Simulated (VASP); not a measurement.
## TiRh: single point with LDA

The system is TiRh.

```
CELL_PARAMETERS angstrom
2.98800 0.00000 0.00000
0.00000 2.98800 0.00000
0.00000 0.00000 3.35000
ATOMIC_POSITIONS crystal
Ti 0.50000 0.50000 0.50000
Rh 0.00000 0.00000 0.00000
```

```
Program                : VASP 6.6.1
Task                   : single point
Functional             : LDA
Potentials or basis    : VASP PAW LDA potentials, release 64 (Ti_sv, Rh_pv)
Cutoff                 : 520 eV
k mesh                 : 6 × 6 × 6
Occupations            : gaussian, width 0.1 eV
Spin                   : no spin polarisation
Dipole correction      : no
Further INCAR settings : ALGO = Fast; EDIFF = 1e-06; NBANDS = 20
```

```yaml
Pressure: -11.4 GPa
Band_gap_on_the_k_mesh: zero (an odd number of electrons rules out a gap without spin polarisation)
```

Stress tensor (GPa, compression positive):
```
-11.64   0.00   0.00
  0.00 -11.64   0.00
  0.00   0.00 -10.92
```

Levels at points of the mesh, in eV from the Fermi level:
```
           k point  band 10  band 11  band 12  band 13  band 14  band 15  band 16  band 17
(0.00, 0.00, 0.00)    -5.09    -2.47    -2.47    -1.78     0.28     1.17     2.48     2.60
(0.50, 0.00, 0.00)    -3.23    -3.05    -2.44    -1.70    -0.97    -0.23     0.55     1.14
(0.50, 0.50, 0.00)    -4.16    -4.16    -0.46     0.62     1.42     1.42     1.94     2.74
(0.00, 0.00, 0.50)    -3.84    -2.28    -2.28    -1.37    -1.28    -0.49     0.73     0.73
(0.50, 0.00, 0.50)    -3.29    -3.17    -1.36     0.06     0.58     0.62     0.73     2.46
(0.50, 0.50, 0.50)    -3.85    -2.06    -1.58    -1.58    -1.05    -0.44     2.18     2.77
```

It took 15 s on 1 thread of Intel(R) Xeon(R) 6975P-C (Granite Rapids) (shared host), peak memory 0.14 GiB.

Caveat: the cell stands under tension.
